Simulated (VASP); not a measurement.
# GaP (F-43m) in VASP: notebook, part 2 of 2

VASP 6.6.1. Earlier steps stand in the parts before.

### 4 Single point, BLYP

Input file INCAR:

```
SYSTEM = GaP
PREC     = Accurate       ! precision mode
ENCUT    = 500            ! plane-wave cutoff, eV
EDIFF    = 1E-6           ! SCF threshold, eV
ISMEAR   = 0              ! smearing method
SIGMA    = 0.01           ! smearing width, eV
LREAL    = .False.        ! projectors in reciprocal space
LASPH    = .True.         ! aspherical terms in the spheres
NELM     = 120            ! most SCF steps
ALGO     = Normal         ! electronic algorithm
ISIF     = 2              ! what is computed and relaxed
LWAVE    = .False.        ! write WAVECAR
LCHARG   = .False.        ! write CHGCAR
GGA      = B5             ! functional
ALDAX    = 1.0          
AGGAX    = 1.0          
AGGAC    = 1.0          
ALDAC    = 0.0          
NBANDS   = 16             ! bands
GGA_COMPAT= .False.
```

Input file KPOINTS:

```
regular mesh
0
Gamma
  7 7 7
  0 0 0
```

Input file POSCAR:

```
GaP
1.0
    0.0000000000      2.7252500000      2.7252500000
    2.7252500000      0.0000000000      2.7252500000
    2.7252500000      2.7252500000      0.0000000000
Ga P
1 1
Direct
    0.0000000000      0.0000000000      0.0000000000
    0.7500000000      0.7500000000      0.7500000000
```

Potentials or basis: VASP PAW PBE potentials, release 64 (Ga_d, P).

On the command line:

```console
cat potpaw_PBE.64/Ga_d/POTCAR potpaw_PBE.64/P/POTCAR > POTCAR
mpirun -np 1 vasp_std > vasp.out
```

OUTCAR:

```text
SYSTEM = GaP
   PREC = Accurate
   ENCUT = 500
   EDIFF = 1E-6
   ISMEAR = 0
   LREAL = .False.
   LASPH = .True.
   NELM = 120
   ISIF = 2
   GGA = B5

 ion  position               nearest neighbor table
   1  0.000  0.000  0.000-   2 2.36   2 2.36   2 2.36   2 2.36
   2  0.750  0.750  0.750-   1 2.36   1 2.36   1 2.36   1 2.36

  LATTYP: Found a face centered cubic cell.
 ALAT       =     5.4505000000

  Lattice vectors:

 A1 = (   0.0000000000,   2.7252500000,   2.7252500000)
 A2 = (   2.7252500000,   0.0000000000,   2.7252500000)
 A3 = (   2.7252500000,   2.7252500000,   0.0000000000)

Analysis of symmetry for initial positions (statically):
=====================================================================
 Subroutine PRICEL returns:
 Original cell was already a primitive cell.

 Routine SETGRP: Setting up the symmetry group for a
 face centered cubic supercell.

 Subroutine GETGRP returns: Found 24 space group operations
 (whereof 24 operations were pure point group operations)
 out of a pool of 48 trial point group operations.

The static configuration has the point symmetry T_d .

Analysis of symmetry for dynamics (positions and initial velocities):
=====================================================================
 Subroutine PRICEL returns:
 Original cell was already a primitive cell.

 Routine SETGRP: Setting up the symmetry group for a
 face centered cubic supercell.

 Subroutine GETGRP returns: Found 24 space group operations
 (whereof 24 operations were pure point group operations)
 out of a pool of 48 trial point group operations.

The dynamic configuration has the point symmetry T_d .

 Subroutine INISYM returns: Found 24 space group operations
 (whereof 24 operations are pure point group operations),
 and found     1 'primitive' translations

----------------------------------------------------------------------------------------

                                     Primitive cell

  volume of cell :      40.4808

  direct lattice vectors                    reciprocal lattice vectors
     0.000000000  2.725250000  2.725250000    -0.183469406  0.183469406  0.183469406
     2.725250000  0.000000000  2.725250000     0.183469406 -0.183469406  0.183469406
     2.725250000  2.725250000  0.000000000     0.183469406  0.183469406 -0.183469406

  length of vectors
     3.854085511  3.854085511  3.854085511     0.317778334  0.317778334  0.317778334

  position of ions in fractional coordinates (direct lattice)
     0.000000000  0.000000000  0.000000000
     0.750000000  0.750000000  0.750000000

  ion indices of the primitive-cell ions
   primitive index   ion index
                 1           1
                 2           2

----------------------------------------------------------------------------------------

 KPOINTS: regular mesh

Automatic generation of k-mesh.
 Grid dimensions read from file:
 generate k-points for:    7    7    7

 Generating k-lattice:

  Cartesian coordinates                     Fractional coordinates (reciprocal lattice)
    -0.026209915  0.026209915  0.026209915     0.142857143  0.000000000  0.000000000
     0.026209915 -0.026209915  0.026209915     0.000000000  0.142857143  0.000000000
     0.026209915  0.026209915 -0.026209915     0.000000000  0.000000000  0.142857143

  Length of vectors
     0.045396905  0.045396905  0.045396905

  Shift w.r.t. Gamma in fractional coordinates (k-lattice)
     0.000000000  0.000000000  0.000000000

 Subroutine IBZKPT returns following result:
 ===========================================

 Found     20 irreducible k-points:

 Following reciprocal coordinates:
            Coordinates               Weight
  0.000000  0.000000  0.000000      1.000000
  0.142857  0.000000  0.000000      8.000000
  0.285714  0.000000  0.000000      8.000000
  0.428571  0.000000  0.000000      8.000000
  0.142857  0.142857  0.000000      6.000000
  0.285714  0.142857  0.000000     24.000000
[... 12 lines left out ...]
 -0.428571  0.428571  0.142857     24.000000
 -0.285714  0.428571  0.142857     24.000000
   k-points           NKPTS =     20   k-points in BZ     NKDIM =     20   number of bands    NBANDS=     16
   number of dos      NEDOS =    301   number of ions     NIONS =      2
   total plane-waves  NPLWV =  21952
   dimension x,y,z NGX =    28 NGY =   28 NGZ =   28
   dimension x,y,z NGXF=    56 NGYF=   56 NGZF=   56
   ions per type =               1   1
   NGX,Y,Z   is equivalent  to a cutoff of  12.08, 12.08, 12.08 a.u.
   NGXF,Y,Z  is equivalent  to a cutoff of  24.16, 24.16, 24.16 a.u.
 SYSTEM =  GaP
   PREC   = accura    normal or accurate (medium, high low for compatibility)
   ISTART =      0    job   : 0-new  1-cont  2-samecut
   ICHARG =      2    charge: 1-file 2-atom 10-const
   ISPIN  =      1    spin polarized calculation?
   LNONCOLLINEAR =      F non collinear calculations
   LSORBIT =      F    spin-orbit coupling
   LASPH  =      T    aspherical Exc in radial PAW
   ENCUT  =  500.0 eV  36.75 Ry    6.06 a.u.   7.03  7.03  7.03*2*pi/ulx,y,z
   NELM   =    120;   NELMIN=  2; NELMDL= -5     # of ELM steps
   EDIFF  = 0.1E-05   stopping-criterion for ELM
   LREAL  =      F    real-space projection
   EDIFFG = 0.1E-04   stopping-criterion for IOM
   NSW    =      0    number of steps for IOM
   IBRION =     -1    ionic relax: 0-MD 1-quasi-New 2-CG
   NFREE  =      0    steps in history (QN), initial steepest desc. (CG)
   ISIF   =      2    stress and relaxation
   ISYM   =      2    0-nonsym 1-usesym 2-fastsym
   POTIM  = 0.5000    time-step for ionic-motion
   TEBEG  =    0.0;   TEEND  =   0.0 temperature during run
   PSTRESS=    0.0 pullay stress
   NELECT =      18.0000    total number of electrons
   NUPDOWN=      -1.0000    fix difference up-down
   EMIN   =  10.00;   EMAX   =-10.00  energy-range for DOS
   EFERMI =   0.00;   METHOD = LEGACY
   ISMEAR =     0;   SIGMA  =   0.01  broadening in eV -4-tet -1-fermi 0-gaus
   EFERMI_NEDOS =   21; number of points for ismear=-14 and -15
   IALGO  =     38    algorithm
   IMIX   =      4    mixing-type and parameters
     AMIX     =   0.40;   BMIX     =  1.00
     AMIX_MAG =   1.60;   BMIX_MAG =  1.00
  volume/ion in A,a.u.               =      20.24       136.59
  Fermi-wavevector in a.u.,A,eV,Ry     =   1.249538  2.361284 21.243377  1.561344
  Thomas-Fermi vector in A             =   2.383574
   LORBIT       =      0    0 simple, 1 ext, 2 COOP (PROOUT), +10 PAW based schemes
   GGA     = B5    functional components
   LHFCALC =     F    Hartree Fock is set to
   AEXX    =    0.0000 exact exchange contribution
   IVDW    =     0    specifies the selected vdW correction
   LEPSILON=     F    determine dielectric tensor
   LRPA    =     F    only Hartree local field effects (RPA)
 non-spin polarized calculation
 Gauss-broadening in eV      SIGMA  =   0.01
  energy-cutoff  :      500.00
  volume of cell :       40.48
 maximum number of plane-waves:      1040
   NGX = 13   NGY = 13   NGZ = 13

 number of electron      18.0000016 magnetization

 Free energy of the ion-electron system (eV)
  ---------------------------------------------------
  ext. energy  EPLUGINS =         0.00000000
  ---------------------------------------------------
  free energy    TOTEN  =        -7.74340474 eV

  energy without entropy =       -7.74340474  energy(sigma->0) =       -7.74340474

 E-fermi :   5.1859     XC(G=0):  -9.2582

 val. band max:        5.0686994752   @ k =   0.0000   0.0000   0.0000
 cond. band min:       6.7912314667   @ k =   0.4286   0.0000   0.0000
 fundamental gap:      1.7225319915
 Fermi energy:         5.1858824167

 k-point     1 :       0.0000    0.0000    0.0000
  band No.  band energies     occupation
      1      -9.5549      2.00000
      2      -9.5549      2.00000
      3      -9.5549      2.00000
      4      -9.4554      2.00000
      5      -9.4554      2.00000
      6      -7.4001      2.00000
[... 8 lines left out ...]
     15      15.0093      0.00000
     16      15.0093      0.00000
[... 343 lines left out ...]
 k-point    20 :      -0.2857    0.4286    0.1429
  band No.  band energies     occupation
      1      -9.6503      2.00000
      2      -9.5168      2.00000
      3      -9.4980      2.00000
      4      -9.4698      2.00000
      5      -9.4466      2.00000
      6      -4.4870      2.00000
[... 8 lines left out ...]
     15      16.6566      0.00000
     16      19.1544      0.00000

------------------------ aborting loop because EDIFF is reached ----------------------------------------

  FORCE on cell =-STRESS in cart. coord.  units (eV):
  Direction    XX          YY          ZZ          XY          YZ          ZX
  --------------------------------------------------------------------------------------
  -------------------------------------------------------------------------------------
  Total        1.6302648      1.6302648      1.6302648      0.0000000     -0.0000000      0.0000000
  in kB       64.5237652     64.5237652     64.5237652      0.0000000     -0.0000000      0.0000000
  external PRESSURE =      64.5237652 kB  Pullay stress =       0.0000000 kB

 VOLUME and BASIS-vectors are now :
 -----------------------------------------------------------------------------
  energy-cutoff  :      500.00
  volume of cell :       40.48
      direct lattice vectors                 reciprocal lattice vectors
     0.000000000  2.725250000  2.725250000    -0.183469406  0.183469406  0.183469406
     2.725250000  0.000000000  2.725250000     0.183469406 -0.183469406  0.183469406
     2.725250000  2.725250000  0.000000000     0.183469406  0.183469406 -0.183469406

 POSITION                                       TOTAL-FORCE (eV/Angst)
 -----------------------------------------------------------------------------------
      0.00000      0.00000      0.00000         0.000000     -0.000000     -0.000000
      4.08788      4.08788      4.08788        -0.000000      0.000000      0.000000
 -----------------------------------------------------------------------------------
    total drift:                               -0.000001     -0.000001     -0.000001

  FREE ENERGIE OF THE ION-ELECTRON SYSTEM (eV)
  ---------------------------------------------------
  free  energy   TOTEN  =        -7.7434047449 eV

  energy  without entropy=       -7.7434047449  energy(sigma->0) =       -7.74340474
```

It took 10 s on 1 thread of Intel Xeon Platinum 8481C at 2.70GHz (Sapphire Rapids), shared host; peak memory 0.15 GiB.

Results:

| Property | Result |
| --- | --- |
| Free energy | -7.7434 eV |
| Pressure | 6.5 GPa |
| Band gap on the k mesh | 1.72 eV |

Caveat: the cell stands under pressure; the PAW data sets were made with another functional, which shifts forces and pressure a little; an odd mesh through Γ misses points on the zone boundary, where band edges can lie.

### 5 Single point, PBE

Input file INCAR:

```
SYSTEM = GaP
PREC = Accurate
ENCUT = 500
EDIFF = 1E-6
ISMEAR = 0
SIGMA = 0.01
LREAL = .False.
LASPH = .True.
NELM = 120
ALGO = Normal
ISIF = 2
LWAVE = .False.
LCHARG = .False.
GGA = PE
NBANDS = 16
GGA_COMPAT = .False.
```

KPOINTS is that of step 4.

POSCAR is that of step 4.

On the command line:

```console
cat potpaw_PBE.64/Ga_d/POTCAR potpaw_PBE.64/P/POTCAR > POTCAR
mpirun -np 1 vasp_std > vasp.out
```

It took 5.7 s on 1 thread of Intel Xeon Platinum 8481C at 2.70GHz (Sapphire Rapids), shared host; peak memory 0.15 GiB.

The run converged. Its results:

| Property | Result |
| --- | --- |
| Free energy | -9.1123 eV |
| Pressure | 2.4 GPa |
| Band gap on the k mesh | 1.59 eV (least direct gap 1.83 eV) |

Levels at points of the mesh, in eV from the valence-band top:
| k point | band 7 | band 8 | band 9 | band 10 | band 11 | band 12 |
| --- | --- | --- | --- | --- | --- | --- |
| (0.00, 0.00, 0.00) | 0.00 | 0.00 | 0.00 | 1.83 | 3.89 | 3.89 |

Caveat: an odd mesh through Γ misses points on the zone boundary, where band edges can lie.

### 6 Single point, RPBE

Input file INCAR:

```
  PREC = Accurate
  ENCUT = 500
  EDIFF = 1E-6
  ISMEAR = 0
  SIGMA = 0.01
  LREAL = F
  LASPH = T
  NELM = 120
  ALGO = Normal
  ISIF = 2
  LWAVE = F
  LCHARG = T
  GGA = RP
  LELF = T
  LVHAR = T
  NBANDS = 16
  GGA_COMPAT = F
```

Input file KPOINTS:

```
regular mesh
0
Gamma
  7 7 7
```

POSCAR is that of step 5.

Potentials or basis: VASP PAW PBE potentials, release 64 (Ga_d, P).

On the command line:

```console
cat potpaw_PBE.64/Ga_d/POTCAR potpaw_PBE.64/P/POTCAR > POTCAR
mpirun -np 1 vasp_std > vasp.out
```

Wall time 6 s (1 thread of Intel Xeon Platinum 8481C at 2.70GHz (Sapphire Rapids), shared host); peak memory 0.15 GiB.

It converged, with:

```
Free energy            : -8.4256 eV
Pressure               : 4.4 GPa
Band gap on the k mesh : 1.68 eV (least direct gap 1.96 eV)
```

Levels at points of the mesh, in eV from the valence-band top:
| k point | band 6 | band 7 | band 8 | band 9 | band 10 | band 11 | band 12 | band 13 |
| --- | --- | --- | --- | --- | --- | --- | --- | --- |
| (0.00, 0.00, 0.00) | -12.46 | 0.00 | 0.00 | 0.00 | 1.96 | 3.92 | 3.92 | 3.92 |

Caveat: the cell stands under pressure; the PAW data sets were made with another functional, which shifts forces and pressure a little; an odd mesh through Γ misses points on the zone boundary, where band edges can lie.

### 7 Overview

```tsv
level	potentials or basis	gap on the mesh (eV)	pressure (GPa)
revPBE	VASP PAW PBE potentials, release 64 (Ga_d, P)	1.66	3.9
LDA	VASP PAW LDA potentials, release 64 (Ga_d, P)	1.44	-2.7
BLYP	VASP PAW PBE potentials, release 64 (Ga_d, P)	1.72	6.5
PBE	VASP PAW PBE potentials, release 64 (Ga_d, P)	1.59	2.4
RPBE	VASP PAW PBE potentials, release 64 (Ga_d, P)	1.68	4.4
```

Alike in all rows: task single point; no spin polarisation; cell as given; k mesh 7 × 7 × 7; cutoff (eV) 500; smearing gaussian 0.01 eV.

Caveats: an odd mesh through Γ misses points on the zone boundary, where band edges can lie; the cell stands under pressure (at least some runs); the PAW data sets were made with another functional, which shifts forces and pressure a little (at least some runs).

Total energies depend on the potentials used, so only differences within one code and one set of settings carry meaning.
